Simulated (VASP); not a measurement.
Wanted: the native input for a VASP 6.6.1 run.

```
Task                   : single point
Functional             : r2SCAN
Potentials or basis    : VASP PAW PBE potentials, release 64 (K_sv, Cl)
Cutoff                 : 520 eV
k mesh                 : 4 × 4 × 4
Occupations            : gaussian, width 0.01 eV
Spin                   : no spin polarisation
Dipole correction      : no
Further INCAR settings : ALGO = Normal; EDIFF = 1e-06; NBANDS = 15
```

Crystal: KCl.

```
K Cl
1.0
     0.00000    3.50728    3.50728
     3.50728    0.00000    3.50728
     3.50728    3.50728    0.00000
K Cl
1 1
Direct
  0.00000 0.00000 0.00000
  0.25000 0.25000 0.25000
```

One way to write it, as run:

POSCAR

```
KCl
1.0
    0.0000000000      3.5072828304      3.5072828304
    3.5072828304      0.0000000000      3.5072828304
    3.5072828304      3.5072828304      0.0000000000
K Cl
1 1
Direct
    0.0000000000      0.0000000000      0.0000000000
    0.2500000000      0.2500000000      0.2500000000
```

INCAR.step1

```
SYSTEM = KCl
ALGO = Normal
EDIFF = 1E-4
ENCUT = 520
GGA = PE
ISMEAR = 0
LASPH = .TRUE.
LCHARG = .FALSE.
LREAL = .FALSE.
LWAVE = .TRUE.
NBANDS = 15
NELM = 80
PREC = Accurate
SIGMA = 0.01
```

INCAR.step2

```
SYSTEM = KCl
ALGO = Normal
EDIFF = 1E-6
ENCUT = 520
ISIF = 2
ISMEAR = 0
ISTART = 1
LASPH = .TRUE.
LCHARG = .FALSE.
LMIXTAU = .TRUE.
LREAL = .FALSE.
LWAVE = .FALSE.
METAGGA = R2SCAN
NBANDS = 15
NELM = 80
PREC = Accurate
SIGMA = 0.01
```

KPOINTS

```
k-points
0
G
  4 4 4
  0 0 0
```

Potentials or basis: VASP PAW PBE potentials, release 64 (K_sv, Cl).

Command:

```sh
$ cat potpaw_PBE.64/K_sv/POTCAR potpaw_PBE.64/Cl/POTCAR > POTCAR
$ cp INCAR.step1 INCAR
$ mpirun -np 1 vasp_std > vasp.out
$ cp INCAR.step2 INCAR
$ mpirun -np 1 vasp_std > vasp.out
```

It gave:

| Quantity | Value |
| --- | --- |
| Pressure | 0.0 GPa |
| Band gap on the k mesh | 5.35 eV (least direct gap 5.39 eV) |

Caveat: the structure was generated, so it needn't be the stable form of KCl; the PAW data sets were made with another functional, which shifts forces and pressure a little.

Wall time 2.5 min on 1 thread of AMD EPYC 7R13, on a shared host, peak memory 0.22 GiB.
